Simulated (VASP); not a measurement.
# Ge2Sb2Te5 (P-3m1) in VASP: single point with r2SCAN+rVV10

Aim: the single point of Ge2Sb2Te5 with r2SCAN+rVV10.

Everything below comes from runs of VASP 6.6.1. Logs are shortened: lines on timing, memory, paths and dates and some standing lists are left out, and cuts for length are marked.

## (1) The cell of the first run

Symmetry: P-3m1, No. 164, trigonal system. Conventional cell: a = 4.211 Å, b = 4.211 Å, c = 17.706 Å, α = 90.00°, β = 90.00°, γ = 120.00°. Within 4.3 Å of Te (site symmetry -3m) lie 6 Sb at 3.16 Å and 6 Te at 4.21 Å. Te (site symmetry 3m) has 3 Sb at 2.99 Å and 3 Ge at 3.25 Å within 3.9 Å. Te (site symmetry 3m) has 3 Ge at 2.81 Å within 3.7 Å. Sb (site symmetry 3m) has 6 Te at 2.99 to 3.16 Å within 3.9 Å. Ge (site symmetry 3m) has 6 Te at 2.81 to 3.25 Å within 3.7 Å.

## (2) Single point, r2SCAN+rVV10

The input, POSCAR:

```
Ge2Sb2Te5
1.0
    4.2112544757      0.0000000000      0.0000000000
   -2.1056272379      3.6470533578      0.0000000000
    0.0000000000      0.0000000000     17.7056037341
Te Sb Ge
5 2 2
Direct
    0.0000000000      0.0000000000      0.0000000000
    0.6666666667      0.3333333333      0.2123239861
    0.3333333333      0.6666666667      0.4134742025
    0.6666666667      0.3333333333      0.5865257975
    0.3333333333      0.6666666667      0.7876760139
    0.3333333333      0.6666666667      0.1139028125
    0.6666666667      0.3333333333      0.8860971875
    0.0000000000      0.0000000000      0.3342219713
    0.0000000000      0.0000000000      0.6657780287
```

The input, INCAR.step1:

```
ALGO = Normal
EDIFF = 1E-4
ENCUT = 520
GGA = PE
ISMEAR = 0
LASPH = T
LCHARG = F
LREAL = F
LWAVE = T
NBANDS = 44
NELM = 60
PREC = Accurate
SIGMA = 0.03
```

The input, INCAR.step2:

```
ALGO = Normal
BPARAM = 11.95
CPARAM = 0.0093
EDIFF = 1E-7
ENCUT = 520
ISIF = 2
ISMEAR = 0
ISTART = 1
IVDW_NL = 2
LASPH = T
LCHARG = F
LMIXTAU = T
LREAL = F
LUSE_VDW = T
LWAVE = F
METAGGA = R2SCAN
NBANDS = 44
NELM = 60
PREC = Accurate
SIGMA = 0.03
```

The input, KPOINTS:

```
k-points
0
Gamma
  10 10 2
```

Potentials or basis: VASP PAW PBE potentials, release 64 (Te, Sb, Ge_d).

Launch:

```bash
$ cat potpaw_PBE.64/Te/POTCAR potpaw_PBE.64/Sb/POTCAR potpaw_PBE.64/Ge_d/POTCAR > POTCAR
$ cp INCAR.step1 INCAR
$ mpirun -np 1 vasp_std > vasp.out
$ cp INCAR.step2 INCAR
$ mpirun -np 1 vasp_std > vasp.out
```

OUTCAR:

```text
BPARAM = 11.95
   EDIFF = 1E-7
   ENCUT = 520
   ISIF = 2
   ISMEAR = 0
   ISTART = 1
   IVDW_NL = 2
   LASPH = T
   LREAL = F
   METAGGA = R2SCAN
   NELM = 60
   PREC = Accurate

 ion  position               nearest neighbor table
   1  0.000  0.000  0.000-   6 3.16   7 3.16   7 3.16   6 3.16   7 3.16   6 3.16
   2  0.667  0.333  0.212-   6 2.99   6 2.99   6 2.99   8 3.25   8 3.25   8 3.25
   3  0.333  0.667  0.413-   8 2.81   8 2.81   8 2.81
   4  0.667  0.333  0.587-   9 2.81   9 2.81   9 2.81
   5  0.333  0.667  0.788-   7 2.99   7 2.99   7 2.99   9 3.25   9 3.25   9 3.25
   6  0.333  0.667  0.114-   2 2.99   2 2.99   2 2.99   1 3.16   1 3.16   1 3.16
   7  0.667  0.333  0.886-   5 2.99   5 2.99   5 2.99   1 3.16   1 3.16   1 3.16
   8  0.000  0.000  0.334-   3 2.81   3 2.81   3 2.81   2 3.25   2 3.25   2 3.25
   9  0.000  0.000  0.666-   4 2.81   4 2.81   4 2.81   5 3.25   5 3.25   5 3.25

  LATTYP: Found a hexagonal cell.
 ALAT       =     4.2112544757
 C/A-ratio  =     4.2043537944

  Lattice vectors:

 A1 = (   4.2112544757,   0.0000000000,   0.0000000000)
 A2 = (  -2.1056272379,   3.6470533578,   0.0000000000)
 A3 = (   0.0000000000,   0.0000000000,  17.7056037341)

Analysis of symmetry for initial positions (statically):
=====================================================================
 Subroutine PRICEL returns:
 Original cell was already a primitive cell.

 Routine SETGRP: Setting up the symmetry group for a
 hexagonal supercell.

 Subroutine GETGRP returns: Found 12 space group operations
 (whereof 12 operations were pure point group operations)
 out of a pool of 24 trial point group operations.

The static configuration has the point symmetry D_3d.

Analysis of symmetry for dynamics (positions and initial velocities):
=====================================================================
 Subroutine PRICEL returns:
 Original cell was already a primitive cell.

 Routine SETGRP: Setting up the symmetry group for a
 hexagonal supercell.

 Subroutine GETGRP returns: Found 12 space group operations
 (whereof 12 operations were pure point group operations)
 out of a pool of 24 trial point group operations.

The dynamic configuration has the point symmetry D_3d.

 Subroutine INISYM returns: Found 12 space group operations
[... 116 lines left out ...]
   NFREE  =      0    steps in history (QN), initial steepest desc. (CG)
   ISIF   =      2    stress and relaxation
   ISYM   =      2    0-nonsym 1-usesym 2-fastsym
   POTIM  = 0.5000    time-step for ionic-motion
   TEBEG  =    0.0;   TEEND  =   0.0 temperature during run
   PSTRESS=    0.0 pullay stress
   NELECT =      68.0000    total number of electrons
   NUPDOWN=      -1.0000    fix difference up-down
   EMIN   =  10.00;   EMAX   =-10.00  energy-range for DOS
   EFERMI =   0.00;   METHOD = LEGACY
   ISMEAR =     0;   SIGMA  =   0.03  broadening in eV -4-tet -1-fermi 0-gaus
   EFERMI_NEDOS =   21; number of points for ismear=-14 and -15
   IALGO  =     38    algorithm
   IMIX   =      4    mixing-type and parameters
     AMIX     =   0.40;   BMIX     =  1.00
     AMIX_MAG =   1.60;   BMIX_MAG =  1.00
  volume/ion in A,a.u.               =      30.21       203.90
  Fermi-wavevector in a.u.,A,eV,Ry     =   1.031390  1.949045 14.473413  1.063766
  Thomas-Fermi vector in A             =   2.165536
   LORBIT       =      0    0 simple, 1 ext, 2 COOP (PROOUT), +10 PAW based schemes
   METAGGA = R2SCAN    functional components
   LHFCALC =     F    Hartree Fock is set to
   AEXX    =    0.0000 exact exchange contribution
   IVDW_NL    =     2    kernel type
   BPARAM     =11.9500
   IVDW    =     0    specifies the selected vdW correction
   LEPSILON=     F    determine dielectric tensor
   LRPA    =     F    only Hartree local field effects (RPA)
 non-spin polarized calculation
 Gauss-broadening in eV      SIGMA  =   0.03
  energy-cutoff  :      520.00
  volume of cell :      271.93
 maximum number of plane-waves:      7362
 NGX is ok and might be reduce to    32
   NGX = 15   NGY = 15   NGZ = 65

 number of electron      68.0000021 magnetization

 Free energy of the ion-electron system (eV)
  ---------------------------------------------------
  ext. energy  EPLUGINS =         0.00000000
  ---------------------------------------------------
  free energy    TOTEN  =      -204.90794697 eV

  energy without entropy =     -204.90757432  energy(sigma->0) =     -204.90776064

 E-fermi :   6.4440     XC(G=0):  -9.9664

 val. band max:        6.4369111951   @ k =   0.0000   0.0000   0.0000
 cond. band min:       6.4571541486   @ k =   0.0000   0.0000   0.5000
 fundamental gap:      0.0202429535
 Fermi energy:         6.4440121828

 k-point     1 :       0.0000    0.0000    0.0000
  band No.  band energies     occupation
      1     -19.2819      2.00000
      2     -19.2819      2.00000
      3     -19.2819      2.00000
      4     -19.2819      2.00000
      5     -19.2647      2.00000
      6     -19.2647      2.00000
[... 1117 lines left out ...]
     43       9.8965      0.00000
     44      10.0158      0.00000

 [... further k-points ...]

------------------------ aborting loop because EDIFF is reached ----------------------------------------

  FORCE on cell =-STRESS in cart. coord.  units (eV):
  Direction    XX          YY          ZZ          XY          YZ          ZX
  --------------------------------------------------------------------------------------
  -------------------------------------------------------------------------------------
  Total        0.3146558      0.3146558      0.3083203     -0.0000000      0.0000000     -0.0000000
  in kB        1.8538817      1.8538817      1.8165543     -0.0000000      0.0000000     -0.0000000
  external PRESSURE =       1.8414392 kB  Pullay stress =       0.0000000 kB

 VOLUME and BASIS-vectors are now :
 -----------------------------------------------------------------------------
  energy-cutoff  :      520.00
  volume of cell :      271.93
      direct lattice vectors                 reciprocal lattice vectors
     4.211254476  0.000000000  0.000000000     0.237458934  0.137096980  0.000000000
    -2.105627238  3.647053358  0.000000000     0.000000000  0.274193959  0.000000000
     0.000000000  0.000000000 17.705603734     0.000000000  0.000000000  0.056479294

 POSITION                                       TOTAL-FORCE (eV/Angst)
 -----------------------------------------------------------------------------------
      0.00000      0.00000      0.00000         0.000000     -0.000000      0.000000
      2.10563      1.21568      3.75932         0.000000     -0.000000      0.040329
     -0.00000      2.43137      7.32081        -0.000000      0.000000      0.018483
      2.10563      1.21568     10.38479         0.000000     -0.000000     -0.018483
     -0.00000      2.43137     13.94628         0.000000     -0.000000     -0.040329
     -0.00000      2.43137      2.01672        -0.000000      0.000000     -0.029063
      2.10563      1.21568     15.68889         0.000000     -0.000000      0.029063
      0.00000      0.00000      5.91760         0.000000      0.000000     -0.010263
      0.00000      0.00000     11.78800        -0.000000     -0.000000      0.010263
 -----------------------------------------------------------------------------------
    total drift:                               -0.000000     -0.000000      0.000000

  FREE ENERGIE OF THE ION-ELECTRON SYSTEM (eV)
  ---------------------------------------------------
  free  energy   TOTEN  =      -204.9079469659 eV

  energy  without entropy=     -204.9075743224  energy(sigma->0) =     -204.90776064
```

Run time: 20 min. Hardware: 1 thread of AMD EPYC 9R45 (Zen 5), shared host; peak memory 1.1 GiB.

Results:

```
Free energy            : -204.9079 eV
Pressure               : 0.2 GPa
Largest force          : 0.040 eV/Å
Band gap on the k mesh : zero (bands 34 and 35 overlap by 0.02 eV)
```

Forces in eV/Å, atoms in the order of the input:
```
Te   0.000  0.000  0.000
Te   0.000  0.000  0.040
Te   0.000  0.000  0.018
Te   0.000  0.000 -0.018
Te   0.000  0.000 -0.040
Sb   0.000  0.000 -0.029
Sb   0.000  0.000  0.029
Ge   0.000  0.000 -0.010
Ge   0.000  0.000  0.010
```

Levels at points of the mesh, in eV from the Fermi level:
```
           k point  band 32  band 33  band 34  band 35  band 36  band 37
(0.00, 0.00, 0.00)    -1.29    -1.08    -0.01    -0.01     0.04     0.23
(0.50, 0.00, 0.00)    -2.11    -1.43    -1.29     0.32     0.45     0.56
(0.00, 0.00, 0.50)    -1.78    -0.92     0.01     0.02     0.02     0.24
(0.50, 0.00, 0.50)    -2.18    -2.02    -0.76     0.08     0.45     0.85
```

Caveat: the PAW data sets were made with another functional, which shifts forces and pressure a little; spin-orbit coupling is left out, which moves the levels of the heavy elements.

The gap in the log of VASP goes by the Fermi energy; the results here count the filled bands.